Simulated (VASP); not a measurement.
Os:

```
Os
1.0
     2.47227    0.00000    0.00000
     0.00000    2.47227    0.00000
     0.00000    0.00000    2.47227
Os
1
Direct
  0.00000 0.00000 0.00000
```

* Program: VASP 6.6.1
* Task: relaxation of cell and atoms
* Functional: LDA
* Potentials or basis: VASP PAW LDA potentials, release 64 (Os)
* Cutoff: 600 eV
* k mesh: 13 × 13 × 13
* Occupations: fermi-dirac, width 0.1 eV
* Spin: no spin polarisation

At the start: pressure 19.3 GPa; volume 15.11 Å³/atom.

Question: Where does the relaxation end?

Answer: Over 16 steps the energy falls by 48.2 meV/atom and the volume is 15.95 Å³/atom (+5.6 %); space group Pm-3m (No. 221, to 0.05 Å).

Step by step:
| step | energy change (eV) | largest force (eV/Å) | pressure (GPa) | volume (Å³) |
| --- | --- | --- | --- | --- |
| 1 | 0.0000 | 0.0000 | 19.30 | 15.11 |
| 2 | 0.4642 | 0.0000 | -38.65 | 19.45 |
| 3 | -0.0478 | 0.0000 | -1.53 | 16.03 |
| 4 | -0.0482 | 0.0000 | -0.11 | 15.96 |
| 5 | -0.0482 | 0.0000 | 0.23 | 15.94 |
| 6 | -0.0482 | 0.0000 | 0.23 | 15.94 |
| 7 | -0.0482 | 0.0000 | 0.22 | 15.94 |
| 8 | -0.0482 | 0.0000 | 0.19 | 15.94 |
| 9 | -0.0482 | 0.0000 | 0.18 | 15.94 |
| 10 | -0.0482 | 0.0000 | 0.18 | 15.94 |
| 11 | -0.0482 | 0.0000 | 0.18 | 15.94 |
| 12 | -0.0482 | 0.0000 | 0.18 | 15.94 |
| 13 | -0.0482 | 0.0000 | 0.17 | 15.94 |
| 14 | -0.0482 | 0.0000 | 0.16 | 15.95 |
| 15 | -0.0482 | 0.0000 | 0.14 | 15.95 |
| 16 | -0.0482 | 0.0000 | 0.02 | 15.95 |

Final structure:
```cif
data_structure
_symmetry_space_group_name_H-M 'P 1'
_symmetry_Int_Tables_number 1
_cell_length_a 2.5173
_cell_length_b 2.5173
_cell_length_c 2.5173
_cell_angle_alpha 90.000
_cell_angle_beta 90.000
_cell_angle_gamma 90.000
_cell_volume 15.95
loop_
_atom_site_label
_atom_site_type_symbol
_atom_site_fract_x
_atom_site_fract_y
_atom_site_fract_z
_atom_site_occupancy
Os1 Os 0.00000 0.00000 0.00000 1
```
